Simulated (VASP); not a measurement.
Set up this calculation in VASP 6.6.1, as the native input.

* Task: single point
* Functional: PBE
* Potentials or basis: VASP PAW PBE potentials, release 64 (Ta_pv, N)
* Cutoff: 520 eV
* k mesh: 12 × 12 × 10
* Occupations: fermi-dirac, width 0.02 eV
* Spin: no spin polarisation
* Dipole correction: no
* Further INCAR settings: ALGO = Normal; EDIFF = 1e-06; NBANDS = 15

The structure of TaN lies in POSCAR:

```
TaN
1.0
    2.9477597236      0.0000000000      0.0000000000
   -1.4738798618      2.5528348050      0.0000000000
    0.0000000000      0.0000000000      2.8925781435
Ta N
1 1
Direct
    0.3333333333      0.6666666667      0.5000000000
    0.0000000000      0.0000000000      0.0000000000
```

This cell differs from its parent crystal: volume scaled by 1.01.

One way to write it, as run:

INCAR

```
PREC = Accurate
ENCUT = 520
EDIFF = 1E-6
ISMEAR = -1
SIGMA = 0.02
LREAL = False
LASPH = True
NELM = 80
ALGO = Normal
ISIF = 2
LWAVE = False
LCHARG = False
GGA = PE
NBANDS = 15
```

KPOINTS

```
regular mesh
0
Gamma
  12 12 10
```

Potentials or basis: VASP PAW PBE potentials, release 64 (Ta_pv, N).

Command:

```bash
$ cat potpaw_PBE.64/Ta_pv/POTCAR potpaw_PBE.64/N/POTCAR > POTCAR
$ mpirun -np 1 vasp_std > vasp.out
```

It gave:

- Pressure: 1.9 GPa
- Band gap on the k mesh: zero (band 8 reaches 8.57 eV, above the bottom of band 9 at 8.07 eV)

Caveat: spin-orbit coupling is left out, which moves the levels of the heavy elements.

It took 18 s on 1 thread of Intel(R) Xeon(R) Platinum 8259CL CPU @ 2.50GHz (Skylake/Cascade Lake), on a shared host, peak memory 0.16 GiB.
